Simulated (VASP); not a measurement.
The system is Sc2C.

```
Sc C
1.0
     3.33284    0.00000    0.00000
    -1.66642    2.88632    0.00000
     0.00000    0.00000    5.64987
Sc C
2 1
Cartesian
  1.6664 0.9621 4.0541
  0.0000 1.9242 1.5957
  0.0000 0.0000 2.8249
```

| Item | Value |
| --- | --- |
| Program | VASP 6.6.1 |
| Task | relaxation of volume and atoms at fixed shape |
| Functional | LDA |
| Potentials or basis | VASP PAW LDA potentials, release 64 (Sc_sv, C) |
| Cutoff | 600 eV |
| k mesh | 8 × 8 × 4 |
| Occupations | fermi-dirac, width 0.05 eV |
| Spin | no spin polarisation |

At the start: pressure -6.1 GPa; volume 18.12 Å³/atom.

Problem. How do energy, volume and symmetry change on relaxing?

Solution. Over 6 steps the energy falls by 20.4 meV/atom and the volume is 17.02 Å³/atom (-6.0 %); space group P-3m1 (No. 164, to 0.1 Å) before and after.

The path:
| step | energy change (eV) | largest force (eV/Å) | pressure (GPa) | volume (Å³) |
| --- | --- | --- | --- | --- |
| 1 | 0.0000 | 0.4663 | -6.07 | 54.35 |
| 2 | 0.0085 | 1.0032 | 7.07 | 49.13 |
| 3 | -0.0573 | 0.1893 | -0.34 | 51.74 |
| 4 | -0.0573 | 0.2002 | -0.22 | 51.69 |
| 5 | -0.0602 | 0.1112 | -0.10 | 51.40 |
| 6 | -0.0613 | 0.0007 | 0.05 | 51.07 |

Final structure:
```
CELL_PARAMETERS angstrom
3.26436 0.00000 0.00000
-1.63218 2.82702 0.00000
0.00000 0.00000 5.53379
ATOMIC_POSITIONS crystal
Sc 0.66667 0.33333 0.71885
Sc 0.33333 0.66667 0.28115
C 0.00000 0.00000 0.50000
```
